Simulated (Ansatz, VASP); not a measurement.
TiO2 in VASP and in Ansatz

Contents of INCAR:

```
PREC     = Accurate       # precision mode
ENCUT    = 520            # plane-wave cutoff, eV
EDIFF    = 1E-7           # SCF threshold, eV
ISMEAR   = -1             # smearing method
SIGMA    = 0.05           # smearing width, eV
LREAL    = False          # projectors in reciprocal space
LASPH    = True           # aspherical terms in the spheres
NELM     = 80             # most SCF steps
ALGO     = Normal         # electronic algorithm
ISIF     = 2              # what is computed and relaxed
LWAVE    = False          # write WAVECAR
LCHARG   = True           # write CHGCAR
GGA      = RE             # functional
LELF     = True           # ELF
LVHAR    = True         
NBANDS   = 60             # bands
```

File KPOINTS:

```
regular mesh
0
Gamma
  8 8 8
```

The input POSCAR:

```
TiO2
1.0
   -4.3507577183      4.3507577183      1.8875555959
    4.3507577183     -4.3507577183      1.8875555959
    4.3507577183      4.3507577183     -1.8875555959
Ti O
4 8
Direct
    0.2922817050      0.9971447550      0.2894264600
    0.0028552450      0.2922817050      0.2951369500
    0.9971447550      0.7077182950      0.7048630500
    0.7077182950      0.0028552450      0.7105735400
    0.4988638250      0.8492152850      0.3480791100
    0.1616620200      0.1596026000      0.3212646200
    0.1507847150      0.4988638250      0.6496485400
    0.1596026000      0.8383379800      0.9979405800
    0.8403974000      0.1616620200      0.0020594200
    0.8492152850      0.5011361750      0.3503514600
    0.8383379800      0.8403974000      0.6787353800
    0.5011361750      0.1507847150      0.6519208900
```

Contents of input.yaml:

```yaml
crystal:
  lattice:
    - [-4.3507577183, 4.3507577183, 1.8875555959]
    - [4.3507577183, -4.3507577183, 1.8875555959]
    - [4.3507577183, 4.3507577183, -1.8875555959]
  atoms:
    - { symbol: Ti, position: [0.292281705, 0.997144755, 0.28942646] }
    - { symbol: Ti, position: [0.002855245, 0.292281705, 0.29513695] }
    - { symbol: Ti, position: [0.997144755, 0.707718295, 0.70486305] }
    - { symbol: Ti, position: [0.707718295, 0.002855245, 0.71057354] }
    - { symbol: O, position: [0.498863825, 0.849215285, 0.34807911] }
    - { symbol: O, position: [0.16166202, 0.1596026, 0.32126462] }
    - { symbol: O, position: [0.150784715, 0.498863825, 0.64964854] }
    - { symbol: O, position: [0.1596026, 0.83833798, 0.99794058] }
    - { symbol: O, position: [0.8403974, 0.16166202, 0.00205942] }
    - { symbol: O, position: [0.849215285, 0.501136175, 0.35035146] }
    - { symbol: O, position: [0.83833798, 0.8403974, 0.67873538] }
    - { symbol: O, position: [0.501136175, 0.150784715, 0.65192089] }
hamiltonian:
  xc: revpbe
  pseudopotentials: { kind: paw }
kpoints:
  mp_grid: { grid: [8, 8, 8] }
  band_path:
    path:
      - [[0.0, 0.0, 0.0], [0.0, 0.0, 0.5], [-0.5, 0.5, 0.5], [0.0, 0.0, 0.0], [0.2970554265, 0.2970554265, -0.2970554265], [0.25, 0.25, 0.25], [0.0, 0.5, 0.0], [-0.2970554265, 0.7029445735, 0.2970554265], [-0.5, 0.5, 0.5]]
      - [[0.0, 0.0, 0.5], [0.25, 0.25, 0.25]]
    npoints: 10
scf:
  occupations: { method: fermi_dirac, width: 0.05 }
  n_extra_bands: 30
output:
  forces: true
  stress: true
  eigenvalues: true
  fatbands: false
```

Alike in both runs: functional revPBE; k mesh 8 × 8 × 8; occupations fermi-dirac, width 0.05 eV; no spin polarisation.

|  | VASP | Ansatz |
| --- | --- | --- |
| version | VASP 6.6.1 | Ansatz 0.2.0 |
| potentials or method | VASP PAW PBE potentials, release 64 (Ti_sv, O) | Ansatz PAW |
| plane-wave cutoff (eV) | 520 | 420 |
| valence electrons in the cell | 96 | 96 |
| task | single point | band structure |

```tsv
	VASP	Ansatz	Ansatz less VASP
gap on the k mesh at the Fermi level (eV)	1.66	1.68	+0.018
least direct gap on the mesh (eV)	2.34	2.36	+0.017
pressure (GPa)	6.9	6.4	-0.50
traceless stress, the component that is largest in VASP (GPa)	0.15	0.23	+0.079
rms of the force components (eV/Å)	0.066	0.082	+0.0164
```

VASP's potentials were made for PBE, not for revPBE. Atom by atom the forces differ by 0.020 eV/Å (rms over components).
